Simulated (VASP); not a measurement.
# Mo3P4 (P-43m) in VASP: further runs

The runs below take Mo3P4 through single point, with PBE.

Program: VASP 6.6.1. These are calculated values, not measurements. Logs are shortened: lines on timing, memory, paths and dates and some standing lists are left out, and cuts for length are marked.

## Step 1: The cell of the first run

The structure is cubic, space group P-43m (No. 215). The conventional cell has a = 4.943 Å, b = 4.943 Å, c = 4.943 Å, α = 90.00°, β = 90.00°, γ = 90.00°. Mo (site symmetry -42m) has 4 P at 2.35 Å within 3.1 Å. Within 3.1 Å of P (site symmetry 3m) lie 3 Mo at 2.35 Å and 3 P at 2.70 Å.

## Step 2: Single point, PBE

Input file INCAR:

```
PREC = Accurate
ENCUT = 520
EDIFF = 1E-7
ISMEAR = 0
SIGMA = 0.1
LREAL = F
LASPH = T
NELM = 80
ALGO = Normal
ISIF = 2
LWAVE = F
LCHARG = T
GGA = PE
LELF = T
LVHAR = T
NBANDS = 40
```

Input file KPOINTS:

```
Automatic mesh
0
Gamma
  4 4 4
```

Input file POSCAR:

```
Mo3P4
1.0
    4.9429750564      0.0000000000      0.0000000000
    0.0000000000      4.9429750564      0.0000000000
    0.0000000000      0.0000000000      4.9429750564
Mo P
3 4
Direct
    0.0000000000      0.0000000000      0.5000000000
    0.5000000000      0.0000000000      0.0000000000
    0.0000000000      0.5000000000      0.0000000000
    0.6928621735      0.3071378265      0.3071378265
    0.3071378265      0.6928621735      0.3071378265
    0.3071378265      0.3071378265      0.6928621735
    0.6928621735      0.6928621735      0.6928621735
```

Potentials or basis: VASP PAW PBE potentials, release 64 (Mo_sv, P).

The run is started by

```sh
$ cat potpaw_PBE.64/Mo_sv/POTCAR potpaw_PBE.64/P/POTCAR > POTCAR
$ mpirun -np 1 vasp_std > vasp.out
```

OUTCAR:

```text
PREC = Accurate
   ENCUT = 520
   EDIFF = 1E-7
   ISMEAR = 0
   LREAL = F
   LASPH = T
   NELM = 80
   ISIF = 2
   GGA = PE

 ion  position               nearest neighbor table
   1  0.000  0.000  0.500-   4 2.35   5 2.35   6 2.35   7 2.35
   2  0.500  0.000  0.000-   4 2.35   5 2.35   6 2.35   7 2.35
   3  0.000  0.500  0.000-   4 2.35   5 2.35   6 2.35   7 2.35
   4  0.693  0.307  0.307-   1 2.35   2 2.35   3 2.35   5 2.70   6 2.70   7 2.70
   5  0.307  0.693  0.307-   1 2.35   2 2.35   3 2.35   4 2.70   6 2.70   7 2.70
   6  0.307  0.307  0.693-   1 2.35   2 2.35   3 2.35   4 2.70   5 2.70   7 2.70
   7  0.693  0.693  0.693-   1 2.35   2 2.35   3 2.35   4 2.70   5 2.70   6 2.70

  LATTYP: Found a simple cubic cell.
 ALAT       =     4.9429750564

  Lattice vectors:

 A1 = (   4.9429750564,   0.0000000000,   0.0000000000)
 A2 = (   0.0000000000,   4.9429750564,   0.0000000000)
 A3 = (   0.0000000000,   0.0000000000,   4.9429750564)

Analysis of symmetry for initial positions (statically):
=====================================================================
 Subroutine PRICEL returns:
 Original cell was already a primitive cell.

 Routine SETGRP: Setting up the symmetry group for a
 simple cubic supercell.

 Subroutine GETGRP returns: Found 24 space group operations
 (whereof 24 operations were pure point group operations)
 out of a pool of 48 trial point group operations.

The static configuration has the point symmetry T_d .

Analysis of symmetry for dynamics (positions and initial velocities):
=====================================================================
 Subroutine PRICEL returns:
 Original cell was already a primitive cell.

 Routine SETGRP: Setting up the symmetry group for a
 simple cubic supercell.

 Subroutine GETGRP returns: Found 24 space group operations
 (whereof 24 operations were pure point group operations)
 out of a pool of 48 trial point group operations.

The dynamic configuration has the point symmetry T_d .

 Subroutine INISYM returns: Found 24 space group operations
 (whereof 24 operations are pure point group operations),
 and found     1 'primitive' translations

----------------------------------------------------------------------------------------

                                     Primitive cell

  volume of cell :     120.7717

  direct lattice vectors                    reciprocal lattice vectors
     4.942975056  0.000000000  0.000000000     0.202307313  0.000000000  0.000000000
     0.000000000  4.942975056  0.000000000     0.000000000  0.202307313  0.000000000
     0.000000000  0.000000000  4.942975056     0.000000000  0.000000000  0.202307313

  length of vectors
     4.942975056  4.942975056  4.942975056     0.202307313  0.202307313  0.202307313

  position of ions in fractional coordinates (direct lattice)
     0.000000000  0.000000000  0.500000000
     0.500000000  0.000000000  0.000000000
     0.000000000  0.500000000  0.000000000
     0.692862174  0.307137826  0.307137826
     0.307137826  0.692862174  0.307137826
     0.307137826  0.307137826  0.692862174
     0.692862174  0.692862174  0.692862174

  ion indices of the primitive-cell ions
   primitive index   ion index
                 1           1
                 2           2
                 3           3
                 4           4
                 5           5
                 6           6
                 7           7

----------------------------------------------------------------------------------------

 KPOINTS: Automatic mesh

Automatic generation of k-mesh.
 Grid dimensions read from file:
 generate k-points for:    4    4    4

 Generating k-lattice:

  Cartesian coordinates                     Fractional coordinates (reciprocal lattice)
     0.050576828  0.000000000  0.000000000     0.250000000  0.000000000  0.000000000
     0.000000000  0.050576828  0.000000000     0.000000000  0.250000000  0.000000000
     0.000000000  0.000000000  0.050576828     0.000000000  0.000000000  0.250000000

  Length of vectors
     0.050576828  0.050576828  0.050576828

  Shift w.r.t. Gamma in fractional coordinates (k-lattice)
     0.000000000  0.000000000  0.000000000

 Subroutine IBZKPT returns following result:
 ===========================================

 Found     10 irreducible k-points:

 Following reciprocal coordinates:
            Coordinates               Weight
  0.000000  0.000000  0.000000      1.000000
  0.250000  0.000000  0.000000      6.000000
  0.500000  0.000000  0.000000      3.000000
  0.250000  0.250000  0.000000     12.000000
  0.500000  0.250000  0.000000     12.000000
  0.500000  0.500000  0.000000      3.000000
  0.250000  0.250000  0.250000      8.000000
  0.500000  0.250000  0.250000     12.000000
  0.500000  0.500000  0.250000      6.000000
  0.500000  0.500000  0.500000      1.000000
   k-points           NKPTS =     10   k-points in BZ     NKDIM =     10   number of bands    NBANDS=     40
   number of dos      NEDOS =    301   number of ions     NIONS =      7
   total plane-waves  NPLWV =  64000
   dimension x,y,z NGX =    40 NGY =   40 NGZ =   40
   dimension x,y,z NGXF=    80 NGYF=   80 NGZF=   80
   ions per type =               3   4
   NGX,Y,Z   is equivalent  to a cutoff of  13.45, 13.45, 13.45 a.u.
   NGXF,Y,Z  is equivalent  to a cutoff of  26.91, 26.91, 26.91 a.u.
 SYSTEM =  unknown system
   PREC   = accura    normal or accurate (medium, high low for compatibility)
   ISTART =      0    job   : 0-new  1-cont  2-samecut
   ICHARG =      2    charge: 1-file 2-atom 10-const
   ISPIN  =      1    spin polarized calculation?
   LNONCOLLINEAR =      F non collinear calculations
   LSORBIT =      F    spin-orbit coupling
   LASPH  =      T    aspherical Exc in radial PAW
   ENCUT  =  520.0 eV  38.22 Ry    6.18 a.u.   9.19  9.19  9.19*2*pi/ulx,y,z
   NELM   =     80;   NELMIN=  2; NELMDL= -5     # of ELM steps
   EDIFF  = 0.1E-06   stopping-criterion for ELM
   LREAL  =      F    real-space projection
   EDIFFG = 0.1E-05   stopping-criterion for IOM
   NSW    =      0    number of steps for IOM
   IBRION =     -1    ionic relax: 0-MD 1-quasi-New 2-CG
   NFREE  =      0    steps in history (QN), initial steepest desc. (CG)
   ISIF   =      2    stress and relaxation
   ISYM   =      2    0-nonsym 1-usesym 2-fastsym
   POTIM  = 0.5000    time-step for ionic-motion
   TEBEG  =    0.0;   TEEND  =   0.0 temperature during run
   PSTRESS=    0.0 pullay stress
   NELECT =      62.0000    total number of electrons
   NUPDOWN=      -1.0000    fix difference up-down
   EMIN   =  10.00;   EMAX   =-10.00  energy-range for DOS
   EFERMI =   0.00;   METHOD = LEGACY
   ISMEAR =     0;   SIGMA  =   0.10  broadening in eV -4-tet -1-fermi 0-gaus
   EFERMI_NEDOS =   21; number of points for ismear=-14 and -15
   IALGO  =     38    algorithm
   IMIX   =      4    mixing-type and parameters
     AMIX     =   0.40;   BMIX     =  1.00
     AMIX_MAG =   1.60;   BMIX_MAG =  1.00
  volume/ion in A,a.u.               =      17.25       116.43
  Fermi-wavevector in a.u.,A,eV,Ry     =   1.310842  2.477132 23.378978  1.718306
  Thomas-Fermi vector in A             =   2.441344
   LORBIT       =      0    0 simple, 1 ext, 2 COOP (PROOUT), +10 PAW based schemes
   GGA     = PE    functional components
   LHFCALC =     F    Hartree Fock is set to
   AEXX    =    0.0000 exact exchange contribution
   IVDW    =     0    specifies the selected vdW correction
   LEPSILON=     F    determine dielectric tensor
   LRPA    =     F    only Hartree local field effects (RPA)
 non-spin polarized calculation
 Gauss-broadening in eV      SIGMA  =   0.10
  energy-cutoff  :      520.00
  volume of cell :      120.77
 maximum number of plane-waves:      3294
 NGX is ok and might be reduce to    40
   NGX = 19   NGY = 19   NGZ = 19

 number of electron      61.9999997 magnetization

 Free energy of the ion-electron system (eV)
  ---------------------------------------------------
  ext. energy  EPLUGINS =         0.00000000
  ---------------------------------------------------
  free energy    TOTEN  =       -52.59687868 eV

  energy without entropy =      -52.55989478  energy(sigma->0) =      -52.57838673

 E-fermi :   8.5488     XC(G=0): -11.3987

 val. band max:        8.5458891380   @ k =   0.5000   0.2500   0.2500
 cond. band min:       8.5870133457   @ k =   0.5000   0.2500   0.2500
 fundamental gap:      0.0411242078
 Fermi energy:         8.5488257707

 k-point     1 :       0.0000    0.0000    0.0000
  band No.  band energies     occupation
      1     -52.2958      2.00000
      2     -52.2798      2.00000
      3     -52.2798      2.00000
      4     -26.5035      2.00000
      5     -26.5035      2.00000
      6     -26.5035      2.00000
[... 32 lines left out ...]
     39      11.1489      0.00000
     40      11.1489      0.00000

 k-point     2 :       0.2500    0.0000    0.0000
  band No.  band energies     occupation
      1     -52.2937      2.00000
      2     -52.2819      2.00000
      3     -52.2798      2.00000
      4     -26.4946      2.00000
      5     -26.4946      2.00000
      6     -26.4902      2.00000
[... 32 lines left out ...]
     39      11.2538      0.00000
     40      11.6292      0.00000

 k-point     3 :       0.5000    0.0000    0.0000
  band No.  band energies     occupation
      1     -52.2905      2.00000
      2     -52.2851      2.00000
      3     -52.2798      2.00000
      4     -26.4826      2.00000
      5     -26.4826      2.00000
      6     -26.4728      2.00000
[... 32 lines left out ...]
     39      12.2336      0.00000
     40      12.2336      0.00000

 k-point     4 :       0.2500    0.2500    0.0000
  band No.  band energies     occupation
      1     -52.2919      2.00000
      2     -52.2825      2.00000
      3     -52.2810      2.00000
      4     -26.5017      2.00000
      5     -26.4865      2.00000
      6     -26.4757      2.00000
[... 32 lines left out ...]
     39      11.0901      0.00000
     40      12.3372      0.00000

 k-point     5 :       0.5000    0.2500    0.0000
  band No.  band energies     occupation
      1     -52.2889      2.00000
      2     -52.2851      2.00000
      3     -52.2814      2.00000
      4     -26.5019      2.00000
      5     -26.4763      2.00000
      6     -26.4722      2.00000
[... 32 lines left out ...]
     39      11.3139      0.00000
     40      11.7222      0.00000

 k-point     6 :       0.5000    0.5000    0.0000
  band No.  band energies     occupation
      1     -52.2851      2.00000
      2     -52.2851      2.00000
      3     -52.2851      2.00000
      4     -26.5172      2.00000
      5     -26.4668      2.00000
      6     -26.4668      2.00000
[... 32 lines left out ...]
     39      12.2614      0.00000
     40      12.9431      0.00000

 k-point     7 :       0.2500    0.2500    0.2500
  band No.  band energies     occupation
      1     -52.2904      2.00000
      2     -52.2825      2.00000
      3     -52.2825      2.00000
      4     -26.5072      2.00000
      5     -26.4890      2.00000
      6     -26.4890      2.00000
[... 32 lines left out ...]
     39      11.8876      0.00000
     40      12.2932      0.00000

 k-point     8 :       0.5000    0.2500    0.2500
  band No.  band energies     occupation
      1     -52.2878      2.00000
      2     -52.2851      2.00000
      3     -52.2825      2.00000
      4     -26.5040      2.00000
      5     -26.4974      2.00000
      6     -26.4945      2.00000
[... 32 lines left out ...]
     39      11.3801      0.00000
     40      11.7625      0.00000

 k-point     9 :       0.5000    0.5000    0.2500
  band No.  band energies     occupation
      1     -52.2851      2.00000
      2     -52.2851      2.00000
      3     -52.2851      2.00000
      4     -26.5168      2.00000
      5     -26.4997      2.00000
      6     -26.4997      2.00000
[... 32 lines left out ...]
     39      11.2568      0.00000
     40      12.4675      0.00000

 k-point    10 :       0.5000    0.5000    0.5000
  band No.  band energies     occupation
      1     -52.2851      2.00000
      2     -52.2851      2.00000
      3     -52.2851      2.00000
      4     -26.5162      2.00000
      5     -26.5162      2.00000
      6     -26.5162      2.00000
[... 32 lines left out ...]
     39      12.1790      0.00000
     40      12.1790      0.00000

------------------------ aborting loop because EDIFF is reached ----------------------------------------

  FORCE on cell =-STRESS in cart. coord.  units (eV):
  Direction    XX          YY          ZZ          XY          YZ          ZX
  --------------------------------------------------------------------------------------
  -------------------------------------------------------------------------------------
  Total       -0.0144773     -0.0144773     -0.0144773     -0.0000000     -0.0000000      0.0000000
  in kB       -0.1920585     -0.1920585     -0.1920585     -0.0000000     -0.0000000      0.0000000
  external PRESSURE =      -0.1920585 kB  Pullay stress =       0.0000000 kB

 VOLUME and BASIS-vectors are now :
 -----------------------------------------------------------------------------
  energy-cutoff  :      520.00
  volume of cell :      120.77
      direct lattice vectors                 reciprocal lattice vectors
     4.942975056  0.000000000  0.000000000     0.202307313  0.000000000  0.000000000
     0.000000000  4.942975056  0.000000000     0.000000000  0.202307313  0.000000000
     0.000000000  0.000000000  4.942975056     0.000000000  0.000000000  0.202307313

 POSITION                                       TOTAL-FORCE (eV/Angst)
 -----------------------------------------------------------------------------------
      0.00000      0.00000      2.47149         0.000000     -0.000000      0.000000
      2.47149      0.00000      0.00000         0.000000     -0.000000      0.000000
      0.00000      2.47149      0.00000         0.000000     -0.000000      0.000000
      3.42480      1.51817      1.51817        -0.007515      0.007515      0.007515
      1.51817      3.42480      1.51817         0.007515     -0.007515      0.007515
      1.51817      1.51817      3.42480         0.007515      0.007515     -0.007515
      3.42480      3.42480      3.42480        -0.007515     -0.007515     -0.007515
 -----------------------------------------------------------------------------------
    total drift:                               -0.000000     -0.000000      0.000000

  FREE ENERGIE OF THE ION-ELECTRON SYSTEM (eV)
  ---------------------------------------------------
  free  energy   TOTEN  =       -52.5968786814 eV

  energy  without entropy=      -52.5598947769  energy(sigma->0) =      -52.57838673
```

Run time: 71 s. Hardware: 1 thread of Intel Xeon Platinum 8488C (Sapphire Rapids), shared host; peak memory 0.25 GiB.

What came out:

- Free energy: -52.5969 eV
- Pressure: 0.0 GPa
- Largest force: 0.013 eV/Å
- Band gap on the k mesh: zero (band 31 reaches 9.30 eV, above the bottom of band 32 at 8.22 eV)

Forces in eV/Å, atoms in the order of the input:
```
Mo   0.000  0.000  0.000
Mo   0.000  0.000  0.000
Mo   0.000  0.000  0.000
P   -0.008  0.008  0.008
P    0.008 -0.008  0.008
P    0.008  0.008 -0.008
P   -0.008 -0.008 -0.008
```

## Step 3: Single point, PBE

This run uses another cell than the first one, of 20.55 Å³/atom, 1.191 times its volume.

Input file INCAR:

```
SYSTEM = Mo3P4
PREC = Accurate ; ENCUT = 520
EDIFF = 1E-7 ; ISMEAR = 0
SIGMA = 0.1 ; LREAL = .False.
LASPH = .True. ; NELM = 80
ALGO = Normal ; ISIF = 2
LWAVE = .False. ; LCHARG = .False.
GGA = PE ; NBANDS = 40
```

Input file KPOINTS:

```
Automatic mesh
0
Gamma
  4 4 4
  0 0 0
```

Input file POSCAR:

```
Mo3P4
1.0
    5.2397490600      0.0000000000      0.0000000000
    0.0000000000      5.2397490600      0.0000000000
    0.0000000000      0.0000000000      5.2397490600
Mo P
3 4
Direct
    0.0000000000      0.0000000000      0.5000000000
    0.5000000000      0.0000000000      0.0000000000
    0.0000000000      0.5000000000      0.0000000000
    0.7237776700      0.2762223300      0.2762223300
    0.2762223300      0.7237776700      0.2762223300
    0.2762223300      0.2762223300      0.7237776700
    0.7237776700      0.7237776700      0.7237776700
```

Potentials or basis: VASP PAW PBE potentials, release 64 (Mo_sv, P).

The run is started by

```sh
$ cat potpaw_PBE.64/Mo_sv/POTCAR potpaw_PBE.64/P/POTCAR > POTCAR
$ mpirun -np 1 vasp_std > vasp.out
```

Run time: 68 s. Hardware: 1 thread of Intel Xeon Platinum 8488C (Sapphire Rapids), shared host; peak memory 0.25 GiB.

The run converged. Its results:

- Free energy: -52.1777 eV
- Pressure: -4.1 GPa
- Largest force: 0.253 eV/Å
- Band gap on the k mesh: zero (band 31 reaches 6.68 eV, above the bottom of band 32 at 6.09 eV)

Forces on the atoms (eV/Å):
```
Mo   0.000  0.000  0.000
Mo   0.000  0.000  0.000
Mo   0.000  0.000  0.000
P    0.146 -0.146 -0.146
P   -0.146  0.146 -0.146
P   -0.146 -0.146  0.146
P    0.146  0.146  0.146
```

Levels at points of the mesh, in eV from the Fermi level:
```csv
k point,band 28,band 29,band 30,band 31,band 32,band 33,band 34,band 35
"(0.00, 0.00, 0.00)",-1.59,-0.16,-0.16,-0.16,0.35,0.35,0.35,0.72
"(0.50, 0.00, 0.00)",-1.49,-1.25,-0.66,-0.33,-0.33,-0.01,0.17,1.28
"(0.50, 0.50, 0.00)",-1.57,-0.74,-0.12,-0.12,0.31,0.56,0.56,1.21
"(0.50, 0.50, 0.50)",-2.14,0.09,0.26,0.26,0.26,0.74,0.74,0.74
```

(Continued in part 2 of 2.)
